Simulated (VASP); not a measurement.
# GaN (I-4m2) in VASP: notebook

GaN is run at these levels: PBE; tasks: single point.

Everything below comes from runs of VASP 6.6.1. Logs are shortened: lines on timing, memory, paths and dates and some standing lists are left out, and cuts for length are marked.

### Step 1. The cell of the first run

Symmetry: I-4m2, No. 119, tetragonal system. The conventional cell has a = 2.920 Å, b = 2.920 Å, c = 5.368 Å, α = 90.00°, β = 90.00°, γ = 90.00°. Ga (site symmetry -4m2) has 4 N at 1.98 Å within 2.6 Å. N (site symmetry -4m2) has 4 Ga at 1.98 Å within 2.6 Å.

### Step 2. Single point, PBE

Input file INCAR:

```
PREC = Accurate
ENCUT = 520
EDIFF = 1E-6
ISMEAR = 0
SIGMA = 0.05
LREAL = False
LASPH = True
NELM = 100
ALGO = Normal
ISIF = 2
LWAVE = False
LCHARG = False
GGA = PE
NBANDS = 16
```

Input file KPOINTS:

```
regular mesh
0
Gamma
  12 12 12
```

Input file POSCAR:

```
GaN
1.0
    0.0000000000      2.0647932037      2.6842311648
    2.0647932037      0.0000000000      2.6842311648
    2.0647932037      2.0647932037      0.0000000000
Ga N
1 1
Direct
    0.0000000000      0.0000000000      0.0000000000
    0.7500000000      0.7500000000      0.7500000000
```

Potentials or basis: VASP PAW PBE potentials, release 64 (Ga_d, N).

The run is started by

```bash
> cat potpaw_PBE.64/Ga_d/POTCAR potpaw_PBE.64/N/POTCAR > POTCAR
> mpirun -np 1 vasp_std > vasp.out
```

OUTCAR:

```text
PREC = Accurate
   ENCUT = 520
   EDIFF = 1E-6
   ISMEAR = 0
   LREAL = False
   LASPH = True
   NELM = 100
   ISIF = 2
   GGA = PE

 ion  position               nearest neighbor table
   1  0.000  0.000  0.000-   2 1.98   2 1.98   2 1.98   2 1.98
   2  0.750  0.750  0.750-   1 1.98   1 1.98   1 1.98   1 1.98

  LATTYP: Found a body centered tetragonal cell.
 ALAT       =     2.9200585522
 C/A-ratio  =     1.8384776311

  Lattice vectors:

 A1 = (  -2.0647932037,   0.0000000000,   2.6842311648)
 A2 = (   2.0647932037,   0.0000000000,   2.6842311648)
 A3 = (   0.0000000000,   2.0647932037,  -2.6842311648)

Analysis of symmetry for initial positions (statically):
=====================================================================
 Subroutine PRICEL returns:
 Original cell was already a primitive cell.

 Routine SETGRP: Setting up the symmetry group for a
 body centered tetragonal supercell.

 Subroutine GETGRP returns: Found  8 space group operations
 (whereof  8 operations were pure point group operations)
 out of a pool of 16 trial point group operations.

The static configuration has the point symmetry D_2d.

Analysis of symmetry for dynamics (positions and initial velocities):
=====================================================================
 Subroutine PRICEL returns:
 Original cell was already a primitive cell.

 Routine SETGRP: Setting up the symmetry group for a
 body centered tetragonal supercell.

 Subroutine GETGRP returns: Found  8 space group operations
 (whereof  8 operations were pure point group operations)
 out of a pool of 16 trial point group operations.

The dynamic configuration has the point symmetry D_2d.

 Subroutine INISYM returns: Found  8 space group operations
 (whereof  8 operations are pure point group operations),
 and found     1 'primitive' translations

----------------------------------------------------------------------------------------

                                     Primitive cell

  volume of cell :      22.8877

  direct lattice vectors                    reciprocal lattice vectors
     0.000000000  2.064793204  2.684231165    -0.242155001  0.242155001  0.186273078
     2.064793204  0.000000000  2.684231165     0.242155001 -0.242155001  0.186273078
     2.064793204  2.064793204  0.000000000     0.242155001  0.242155001 -0.186273078
[... 76 lines left out ...]
   ISTART =      0    job   : 0-new  1-cont  2-samecut
   ICHARG =      2    charge: 1-file 2-atom 10-const
   ISPIN  =      1    spin polarized calculation?
   LNONCOLLINEAR =      F non collinear calculations
   LSORBIT =      F    spin-orbit coupling
   LASPH  =      T    aspherical Exc in radial PAW
   ENCUT  =  520.0 eV  38.22 Ry    6.18 a.u.   6.30  6.30  5.43*2*pi/ulx,y,z
   NELM   =    100;   NELMIN=  2; NELMDL= -5     # of ELM steps
   EDIFF  = 0.1E-05   stopping-criterion for ELM
   LREAL  =      F    real-space projection
   EDIFFG = 0.1E-04   stopping-criterion for IOM
   NSW    =      0    number of steps for IOM
   IBRION =     -1    ionic relax: 0-MD 1-quasi-New 2-CG
   NFREE  =      0    steps in history (QN), initial steepest desc. (CG)
   ISIF   =      2    stress and relaxation
   ISYM   =      2    0-nonsym 1-usesym 2-fastsym
   POTIM  = 0.5000    time-step for ionic-motion
   TEBEG  =    0.0;   TEEND  =   0.0 temperature during run
   PSTRESS=    0.0 pullay stress
   NELECT =      18.0000    total number of electrons
   NUPDOWN=      -1.0000    fix difference up-down
   EMIN   =  10.00;   EMAX   =-10.00  energy-range for DOS
   EFERMI =   0.00;   METHOD = LEGACY
   ISMEAR =     0;   SIGMA  =   0.05  broadening in eV -4-tet -1-fermi 0-gaus
   EFERMI_NEDOS =   21; number of points for ismear=-14 and -15
   IALGO  =     38    algorithm
   IMIX   =      4    mixing-type and parameters
     AMIX     =   0.40;   BMIX     =  1.00
     AMIX_MAG =   1.60;   BMIX_MAG =  1.00
  volume/ion in A,a.u.               =      11.44        77.23
  Fermi-wavevector in a.u.,A,eV,Ry     =   1.511117  2.855596 31.068543  2.283473
  Thomas-Fermi vector in A             =   2.621216
   LORBIT       =      0    0 simple, 1 ext, 2 COOP (PROOUT), +10 PAW based schemes
   GGA     = PE    functional components
   LHFCALC =     F    Hartree Fock is set to
   AEXX    =    0.0000 exact exchange contribution
   IVDW    =     0    specifies the selected vdW correction
   LEPSILON=     F    determine dielectric tensor
   LRPA    =     F    only Hartree local field effects (RPA)
 non-spin polarized calculation
 Gauss-broadening in eV      SIGMA  =   0.05
  energy-cutoff  :      520.00
  volume of cell :       22.89
 maximum number of plane-waves:       637
 NGX is ok and might be reduce to    28

 number of electron      18.0000002 magnetization

 Free energy of the ion-electron system (eV)
  ---------------------------------------------------
  ext. energy  EPLUGINS =         0.00000000
  ---------------------------------------------------
  free energy    TOTEN  =       -11.55763403 eV

  energy without entropy =      -11.55763403  energy(sigma->0) =      -11.55763403

 E-fermi :   6.1664     XC(G=0): -11.7406

 val. band max:        5.9601816906   @ k =  -0.0833   0.0833   0.0000
 cond. band min:       6.5028638670   @ k =   0.0000   0.0000   0.0000
 fundamental gap:      0.5426821764
 Fermi energy:         6.1663581598

 k-point     1 :       0.0000    0.0000    0.0000
  band No.  band energies     occupation
      1     -10.4989      2.00000
      2      -8.5475      2.00000
      3      -8.2061      2.00000
      4      -8.2061      2.00000
      5      -8.0714      2.00000
      6      -8.0653      2.00000
[... 433 lines left out ...]
      3      -8.1708      2.00000
      4      -8.0598      2.00000
      5      -7.9905      2.00000
      6      -6.5574      2.00000
[... 8 lines left out ...]
     15      24.8481      0.00000
     16      25.1293      0.00000

 [... further k-points ...]
[... 5 lines left out ...]
  --------------------------------------------------------------------------------------
  -------------------------------------------------------------------------------------
  Total        2.8760210      2.8760210     -4.9443146      0.0000000      0.0000000     -0.0000000
  in kB      201.3258773    201.3258773   -346.1095966      0.0000000      0.0000000     -0.0000000
  external PRESSURE =      18.8473860 kB  Pullay stress =       0.0000000 kB

 VOLUME and BASIS-vectors are now :
 -----------------------------------------------------------------------------
  energy-cutoff  :      520.00
  volume of cell :       22.89
      direct lattice vectors                 reciprocal lattice vectors
     0.000000000  2.064793204  2.684231165    -0.242155001  0.242155001  0.186273078
     2.064793204  0.000000000  2.684231165     0.242155001 -0.242155001  0.186273078
     2.064793204  2.064793204  0.000000000     0.242155001  0.242155001 -0.186273078

 POSITION                                       TOTAL-FORCE (eV/Angst)
 -----------------------------------------------------------------------------------
      0.00000      0.00000      0.00000        -0.000000     -0.000000     -0.000000
      3.09719      3.09719      4.02635         0.000000      0.000000      0.000000
 -----------------------------------------------------------------------------------
    total drift:                               -0.000004     -0.000004      0.000006

  FREE ENERGIE OF THE ION-ELECTRON SYSTEM (eV)
  ---------------------------------------------------
  free  energy   TOTEN  =       -11.5576340337 eV

  energy  without entropy=      -11.5576340337  energy(sigma->0) =      -11.55763403
```

stdout:

```text
POSCAR found type information on POSCAR GaN
 POSCAR found :  2 types and       2 ions
 scaLAPACK will be used
 LDA part: xc-table for (Slater+PW92), standard interpolation
 POSCAR, INCAR and KPOINTS ok, starting setup
 FFT: planning ... GRIDC
 FFT: planning ... GRID_SOFT
 FFT: planning ... GRID
 WAVECAR not read
 entering main loop
```

Wall time 29 s (1 thread of Intel Xeon 6975P-C (Granite Rapids), shared host); peak memory 0.19 GiB.

Results:

```
Free energy            : -11.5576 eV
Pressure               : 1.9 GPa
Band gap on the k mesh : 0.54 eV, indirect (least direct gap 0.56 eV)
```

 A k mesh can miss the band edges.

### Step 3. Single point, PBE

This run uses another cell than the first one, of the same volume but with other edges.

Input file INCAR:

```
ALGO = Normal
EDIFF = 1E-6
ENCUT = 520
GGA = PE
ISIF = 2
ISMEAR = 0
LASPH = T
LCHARG = F
LREAL = F
LWAVE = F
NBANDS = 16
NELM = 100
PREC = Accurate
SIGMA = 0.05
```

Input file KPOINTS:

```
k-points
0
Gamma
  12 12 12
```

Input file POSCAR:

```
GaN
1.0
    0.0000000000      2.6014764210      1.6909596737
    2.6014764210      0.0000000000      1.6909596737
    2.6014764210      2.6014764210      0.0000000000
Ga N
1 1
Direct
    0.0000000000      0.0000000000      0.0000000000
    0.7500000000      0.7500000000      0.7500000000
```

Potentials or basis: VASP PAW PBE potentials, release 64 (Ga_d, N).

The run is started by

```bash
> cat potpaw_PBE.64/Ga_d/POTCAR potpaw_PBE.64/N/POTCAR > POTCAR
> mpirun -np 1 vasp_std > vasp.out
```

Wall time 19 s (1 thread of Intel Xeon 6975P-C (Granite Rapids), shared host); peak memory 0.18 GiB.

Results (log left out):

| Quantity | Value |
| --- | --- |
| Free energy | -11.4721 eV |
| Pressure | -6.0 GPa |
| Band gap on the k mesh | 0.34 eV, direct |

Stress tensor (GPa, compression positive):
```
-16.58   0.00   0.00
  0.00 -16.58   0.00
  0.00   0.00  15.26
```

Levels at points of the mesh, in eV from the valence-band top:
```
           k point  band 6  band 7  band 8  band 9  band 10  band 11  band 12  band 13
(0.00, 0.00, 0.00)  -14.30   -1.31   -1.31    0.00     0.34    10.22    11.18    11.18
(0.50, 0.00, 0.00)  -12.83   -7.32   -2.73   -1.15     1.72     7.06     7.98    11.54
(0.50, 0.50, 0.00)  -11.30   -5.15   -5.15   -3.57     1.00     3.04    11.51    11.51
(0.50, 0.00, 0.50)  -13.25   -8.15   -1.73   -1.60     4.09     7.20    10.15    10.35
```

### Step 4. Single point, PBE

This run uses another cell than the first one, of the same volume but with other edges.

Input file INCAR:

```
SYSTEM = GaN
ALGO = Normal
EDIFF = 1E-6
ENCUT = 520
GGA = PE
ISIF = 2
ISMEAR = 0
LASPH = .TRUE.
LCHARG = .FALSE.
LREAL = .FALSE.
LWAVE = .FALSE.
NBANDS = 16
NELM = 60
PREC = Accurate
SIGMA = 0.05
```

Input file KPOINTS:

```
k-points
0
G
  12 12 12
  0 0 0
```

Input file POSCAR:

```
GaN
1.0
    0.0000000000      2.2843743153      2.1929993427
    2.2843743153      0.0000000000      2.1929993427
    2.2843743153      2.2843743153      0.0000000000
Ga N
1 1
Direct
    0.0000000000      0.0000000000      0.0000000000
    0.7500000000      0.7500000000      0.7500000000
```

The run is started by

```bash
> cat potpaw_PBE.64/Ga_d/POTCAR potpaw_PBE.64/N/POTCAR > POTCAR
> mpirun -np 1 vasp_std > vasp.out
```

Wall time 18 s (1 thread of Intel Xeon 6975P-C (Granite Rapids), shared host); peak memory 0.18 GiB.

Results (log left out):

```yaml
Free_energy: -12.1343 eV
Pressure: 5.0 GPa
Band_gap_on_the_k_mesh: 1.60 eV, direct
```

Stress tensor (GPa, compression positive):
```
3.49 0.00 0.00
0.00 3.49 0.00
0.00 0.00 7.95
```

Levels at points of the mesh, in eV from the valence-band top:
```tsv
k point	band 7	band 8	band 9	band 10	band 11	band 12
(0.00, 0.00, 0.00)	-0.18	-0.18	0.00	1.60	10.12	10.24
(0.50, 0.00, 0.00)	-7.15	-1.23	-0.94	4.48	8.62	9.95
(0.50, 0.50, 0.00)	-5.94	-3.02	-3.02	3.08	6.11	11.97
(0.50, 0.00, 0.50)	-6.38	-2.71	-2.70	3.33	6.77	11.40
```

### Step 5. The runs side by side

```tsv
cell	gap on the mesh (eV)	pressure (GPa)
a = 3.387, b = 3.387, c = 2.920 Å, angles 64.5, 64.5, 51.1°, 2 atoms	0.54	1.9
a = 3.103, b = 3.103, c = 3.679 Å, angles 53.6, 53.6, 72.7°, 2 atoms	0.34	-6.0
a = 3.167, b = 3.167, c = 3.231 Å, angles 59.3, 59.3, 61.3°, 2 atoms	1.60	5.0
```

Alike in all rows: task single point; level PBE; potentials or basis VASP PAW PBE potentials, release 64 (Ga_d, N); no spin polarisation; k mesh 12 × 12 × 12; cutoff (eV) 520; smearing gaussian 0.05 eV.

Absolute energies hang on the potentials; compare differences alone.
